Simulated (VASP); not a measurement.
# YN (Fm-3m) in VASP: single point with LDA

Aim: the single point of YN with LDA.

Program: VASP 6.6.1. These are calculated values, not measurements. Logs are shortened: lines on timing, memory, paths and dates and some standing lists are left out, and cuts for length are marked.

**1. The cell of the first run**

The structure is cubic, space group Fm-3m (No. 225). Conventional cell: a = 4.877 Å, b = 4.877 Å, c = 4.877 Å, α = 90.00°, β = 90.00°, γ = 90.00°. Within 3.2 Å of Y (site symmetry m-3m) lie 6 N at 2.44 Å. Within 3.2 Å of N (site symmetry m-3m) lie 6 Y at 2.44 Å.

**2. Single point, LDA**

Contents of INCAR:

```
SYSTEM = YN
PREC     = Accurate       ! precision mode
ENCUT    = 600            ! plane-wave cutoff, eV
EDIFF    = 1E-6           ! SCF threshold, eV
ISMEAR   = 0              ! smearing method
SIGMA    = 0.1            ! smearing width, eV
LREAL    = .FALSE.        ! projectors in reciprocal space
LASPH    = .TRUE.         ! aspherical terms in the spheres
NELM     = 120            ! most SCF steps
ALGO     = Normal         ! electronic algorithm
ISIF     = 2              ! what is computed and relaxed
LWAVE    = .FALSE.        ! write WAVECAR
LCHARG   = .FALSE.        ! write CHGCAR
NBANDS   = 15             ! bands
GGA_COMPAT= .FALSE.
```

Contents of KPOINTS:

```
Automatic mesh
0
G
  6 6 6
  0 0 0
```

Contents of POSCAR:

```
YN
1.0
    0.0000000000      2.4385000000      2.4385000000
    2.4385000000      0.0000000000      2.4385000000
    2.4385000000      2.4385000000      0.0000000000
Y N
1 1
Direct
    0.0000000000      0.0000000000      0.0000000000
    0.5000000000      0.5000000000      0.5000000000
```

Potentials or basis: VASP PAW LDA potentials, release 64 (Y_sv, N).

Started as:

```console
$ cat potpaw_LDA.64/Y_sv/POTCAR potpaw_LDA.64/N/POTCAR > POTCAR
$ mpirun -np 1 vasp_std > vasp.out
```

OUTCAR:

```text
SYSTEM = YN
   PREC = Accurate
   ENCUT = 600
   EDIFF = 1E-6
   ISMEAR = 0
   LREAL = .FALSE.
   LASPH = .TRUE.
   NELM = 120
   ISIF = 2

 ion  position               nearest neighbor table
   1  0.000  0.000  0.000-   2 2.44   2 2.44   2 2.44   2 2.44   2 2.44   2 2.44
   2  0.500  0.500  0.500-   1 2.44   1 2.44   1 2.44   1 2.44   1 2.44   1 2.44

  LATTYP: Found a face centered cubic cell.
 ALAT       =     4.8770000000

  Lattice vectors:

 A1 = (   0.0000000000,   2.4385000000,   2.4385000000)
 A2 = (   2.4385000000,   0.0000000000,   2.4385000000)
 A3 = (   2.4385000000,   2.4385000000,   0.0000000000)

Analysis of symmetry for initial positions (statically):
=====================================================================
 Subroutine PRICEL returns:
 Original cell was already a primitive cell.

 Routine SETGRP: Setting up the symmetry group for a
 face centered cubic supercell.

 Subroutine GETGRP returns: Found 48 space group operations
 (whereof 48 operations were pure point group operations)
 out of a pool of 48 trial point group operations.

The static configuration has the point symmetry O_h .

Analysis of symmetry for dynamics (positions and initial velocities):
=====================================================================
 Subroutine PRICEL returns:
 Original cell was already a primitive cell.

 Routine SETGRP: Setting up the symmetry group for a
 face centered cubic supercell.

 Subroutine GETGRP returns: Found 48 space group operations
 (whereof 48 operations were pure point group operations)
 out of a pool of 48 trial point group operations.

The dynamic configuration has the point symmetry O_h .

 Subroutine INISYM returns: Found 48 space group operations
 (whereof 48 operations are pure point group operations),
 and found     1 'primitive' translations

----------------------------------------------------------------------------------------

                                     Primitive cell

  volume of cell :      29.0000

  direct lattice vectors                    reciprocal lattice vectors
     0.000000000  2.438500000  2.438500000    -0.205044084  0.205044084  0.205044084
     2.438500000  0.000000000  2.438500000     0.205044084 -0.205044084  0.205044084
     2.438500000  2.438500000  0.000000000     0.205044084  0.205044084 -0.205044084

  length of vectors
     3.448559772  3.448559772  3.448559772     0.355146772  0.355146772  0.355146772

  position of ions in fractional coordinates (direct lattice)
     0.000000000  0.000000000  0.000000000
     0.500000000  0.500000000  0.500000000

  ion indices of the primitive-cell ions
   primitive index   ion index
                 1           1
                 2           2

----------------------------------------------------------------------------------------

 KPOINTS: Automatic mesh

Automatic generation of k-mesh.
 Grid dimensions read from file:
 generate k-points for:    6    6    6

 Generating k-lattice:

  Cartesian coordinates                     Fractional coordinates (reciprocal lattice)
    -0.034174014  0.034174014  0.034174014     0.166666667  0.000000000  0.000000000
     0.034174014 -0.034174014  0.034174014     0.000000000  0.166666667  0.000000000
     0.034174014  0.034174014 -0.034174014     0.000000000  0.000000000  0.166666667

  Length of vectors
     0.059191129  0.059191129  0.059191129

  Shift w.r.t. Gamma in fractional coordinates (k-lattice)
     0.000000000  0.000000000  0.000000000

 Subroutine IBZKPT returns following result:
 ===========================================

 Found     16 irreducible k-points:

 Following reciprocal coordinates:
            Coordinates               Weight
  0.000000  0.000000  0.000000      1.000000
  0.166667  0.000000  0.000000      8.000000
  0.333333  0.000000  0.000000      8.000000
  0.500000  0.000000  0.000000      4.000000
  0.166667  0.166667  0.000000      6.000000
  0.333333  0.166667  0.000000     24.000000
[... 8 lines left out ...]
 -0.333333  0.333333  0.166667     24.000000
 -0.333333  0.500000  0.166667     12.000000
   k-points           NKPTS =     16   k-points in BZ     NKDIM =     16   number of bands    NBANDS=     15
   number of dos      NEDOS =    301   number of ions     NIONS =      2
   total plane-waves  NPLWV =  21952
   dimension x,y,z NGX =    28 NGY =   28 NGZ =   28
   dimension x,y,z NGXF=    56 NGYF=   56 NGZF=   56
   ions per type =               1   1
   NGX,Y,Z   is equivalent  to a cutoff of  13.50, 13.50, 13.50 a.u.
   NGXF,Y,Z  is equivalent  to a cutoff of  27.00, 27.00, 27.00 a.u.
 SYSTEM =  YN
   PREC   = accura    normal or accurate (medium, high low for compatibility)
   ISTART =      0    job   : 0-new  1-cont  2-samecut
   ICHARG =      2    charge: 1-file 2-atom 10-const
   ISPIN  =      1    spin polarized calculation?
   LNONCOLLINEAR =      F non collinear calculations
   LSORBIT =      F    spin-orbit coupling
   LASPH  =      T    aspherical Exc in radial PAW
   ENCUT  =  600.0 eV  44.10 Ry    6.64 a.u.   6.89  6.89  6.89*2*pi/ulx,y,z
   NELM   =    120;   NELMIN=  2; NELMDL= -5     # of ELM steps
   EDIFF  = 0.1E-05   stopping-criterion for ELM
   LREAL  =      F    real-space projection
   EDIFFG = 0.1E-04   stopping-criterion for IOM
   NSW    =      0    number of steps for IOM
   IBRION =     -1    ionic relax: 0-MD 1-quasi-New 2-CG
   NFREE  =      0    steps in history (QN), initial steepest desc. (CG)
   ISIF   =      2    stress and relaxation
   ISYM   =      2    0-nonsym 1-usesym 2-fastsym
   POTIM  = 0.5000    time-step for ionic-motion
   TEBEG  =    0.0;   TEEND  =   0.0 temperature during run
   PSTRESS=    0.0 pullay stress
   NELECT =      16.0000    total number of electrons
   NUPDOWN=      -1.0000    fix difference up-down
   EMIN   =  10.00;   EMAX   =-10.00  energy-range for DOS
   EFERMI =   0.00;   METHOD = LEGACY
   ISMEAR =     0;   SIGMA  =   0.10  broadening in eV -4-tet -1-fermi 0-gaus
   EFERMI_NEDOS =   21; number of points for ismear=-14 and -15
   IALGO  =     38    algorithm
   IMIX   =      4    mixing-type and parameters
     AMIX     =   0.40;   BMIX     =  1.00
     AMIX_MAG =   1.60;   BMIX_MAG =  1.00
  volume/ion in A,a.u.               =      14.50        97.85
  Fermi-wavevector in a.u.,A,eV,Ry     =   1.342710  2.537353 24.529520  1.802869
  Thomas-Fermi vector in A             =   2.470842
   LORBIT       =      0    0 simple, 1 ext, 2 COOP (PROOUT), +10 PAW based schemes
   GGA     = CA    functional components
   LHFCALC =     F    Hartree Fock is set to
   AEXX    =    0.0000 exact exchange contribution
   IVDW    =     0    specifies the selected vdW correction
   LEPSILON=     F    determine dielectric tensor
   LRPA    =     F    only Hartree local field effects (RPA)
 non-spin polarized calculation
 Gauss-broadening in eV      SIGMA  =   0.10
  energy-cutoff  :      600.00
  volume of cell :       29.00
 maximum number of plane-waves:       982
   NGX = 13   NGY = 13   NGZ = 13

 number of electron      16.0000001 magnetization

 Free energy of the ion-electron system (eV)
  ---------------------------------------------------
  ext. energy  EPLUGINS =         0.00000000
  ---------------------------------------------------
  free energy    TOTEN  =       -19.86034210 eV

  energy without entropy =      -19.85895131  energy(sigma->0) =      -19.85964670

 E-fermi :   4.0185     XC(G=0): -11.6222

 val. band max:        3.9839688984   @ k =   0.0000   0.0000   0.0000
 cond. band min:       4.0530810379   @ k =   0.5000   0.5000   0.0000
 fundamental gap:      0.0691121395
 Fermi energy:         4.0185248513

 k-point     1 :       0.0000    0.0000    0.0000
  band No.  band energies     occupation
      1     -36.5326      2.00000
      2     -16.2939      2.00000
      3     -16.2939      2.00000
      4     -16.2939      2.00000
      5      -8.7319      2.00000
      6       3.9840      1.37495
      7       3.9840      1.37494
      8       3.9840      1.37494
      9       7.0381      0.00000
     10       7.0381      0.00000
     11       7.0381      0.00000
     12       8.1912      0.00000
     13       9.0798      0.00000
     14       9.0798      0.00000
     15      14.7479      0.00000

 k-point     2 :       0.1667    0.0000    0.0000
  band No.  band energies     occupation
      1     -36.5009      2.00000
      2     -16.6269      2.00000
      3     -16.3164      2.00000
      4     -16.3164      2.00000
      5      -8.2565      2.00000
      6       2.5498      2.00000
      7       3.1743      2.00000
      8       3.1743      2.00000
      9       7.2517      0.00000
     10       7.6925      0.00000
     11       7.6925      0.00000
     12       9.5459      0.00000
     13      10.3687      0.00000
     14      10.3687      0.00000
     15      16.4105      0.00000

 k-point     3 :       0.3333    0.0000    0.0000
  band No.  band energies     occupation
      1     -36.4367      2.00000
      2     -17.2131      2.00000
      3     -16.3606      2.00000
      4     -16.3606      2.00000
      5      -7.3347      2.00000
      6       0.6373      2.00000
      7       2.1033      2.00000
      8       2.1033      2.00000
      9       8.2021      0.00000
     10       9.2447      0.00000
     11       9.2447      0.00000
     12      11.2165      0.00000
     13      12.7508      0.00000
     14      12.7508      0.00000
     15      17.9403      0.00000
[... 199 lines left out ...]
 k-point    15 :      -0.3333    0.3333    0.1667
  band No.  band energies     occupation
      1     -36.3734      2.00000
      2     -17.1424      2.00000
      3     -16.7927      2.00000
      4     -16.5602      2.00000
      5      -7.5437      2.00000
      6       1.2206      2.00000
      7       2.2856      2.00000
      8       2.3007      2.00000
      9       8.1294      0.00000
     10       8.3291      0.00000
     11      11.3098      0.00000
     12      11.8055      0.00000
     13      13.2679      0.00000
     14      15.9694      0.00000
     15      16.3046      0.00000

 k-point    16 :      -0.3333    0.5000    0.1667
  band No.  band energies     occupation
      1     -36.3632      2.00000
      2     -17.0582      2.00000
      3     -16.7820      2.00000
      4     -16.7054      2.00000
      5      -7.8911      2.00000
      6       2.1947      2.00000
      7       2.4279      2.00000
      8       2.6200      2.00000
      9       6.3218      0.00000
     10       9.6219      0.00000
     11      11.3062      0.00000
     12      11.9368      0.00000
     13      12.5909      0.00000
     14      15.6963      0.00000
     15      16.0727      0.00000

------------------------ aborting loop because EDIFF is reached ----------------------------------------

  FORCE on cell =-STRESS in cart. coord.  units (eV):
  Direction    XX          YY          ZZ          XY          YZ          ZX
  --------------------------------------------------------------------------------------
  -------------------------------------------------------------------------------------
  Total       -1.0357145     -1.0357145     -1.0357145      0.0000000     -0.0000000     -0.0000000
  in kB      -57.2205968    -57.2205968    -57.2205968      0.0000000     -0.0000000     -0.0000000
  external PRESSURE =     -57.2205968 kB  Pullay stress =       0.0000000 kB

 VOLUME and BASIS-vectors are now :
 -----------------------------------------------------------------------------
  energy-cutoff  :      600.00
  volume of cell :       29.00
      direct lattice vectors                 reciprocal lattice vectors
     0.000000000  2.438500000  2.438500000    -0.205044084  0.205044084  0.205044084
     2.438500000  0.000000000  2.438500000     0.205044084 -0.205044084  0.205044084
     2.438500000  2.438500000  0.000000000     0.205044084  0.205044084 -0.205044084

 POSITION                                       TOTAL-FORCE (eV/Angst)
 -----------------------------------------------------------------------------------
      0.00000      0.00000      0.00000        -0.000000      0.000000     -0.000000
      2.43850      2.43850      2.43850         0.000000     -0.000000      0.000000
 -----------------------------------------------------------------------------------
    total drift:                                0.000000      0.000000      0.000000

  FREE ENERGIE OF THE ION-ELECTRON SYSTEM (eV)
  ---------------------------------------------------
  free  energy   TOTEN  =       -19.8603420986 eV

  energy  without entropy=      -19.8589513066  energy(sigma->0) =      -19.85964670
```

It took 7.8 s on 1 thread of Intel Xeon 6975P-C (Granite Rapids), shared host; peak memory 0.15 GiB.

Results:

* Free energy: -19.8603 eV
* Pressure: -5.7 GPa
* Band gap on the k mesh: 0.07 eV, indirect (least direct gap 0.45 eV)

Levels at points of the mesh, in eV from the valence-band top:
| k point | band 5 | band 6 | band 7 | band 8 | band 9 | band 10 | band 11 | band 12 |
| --- | --- | --- | --- | --- | --- | --- | --- | --- |
| (0.00, 0.00, 0.00) | -12.72 | 0.00 | 0.00 | 0.00 | 3.05 | 3.05 | 3.05 | 4.21 |
| (0.50, 0.00, 0.00) | -10.85 | -4.16 | -2.29 | -2.29 | 5.68 | 6.36 | 6.36 | 6.73 |
| (0.50, 0.50, 0.00) | -12.26 | -1.47 | -0.38 | -0.38 | 0.07 | 6.88 | 7.32 | 7.94 |

A k mesh can miss the band edges.
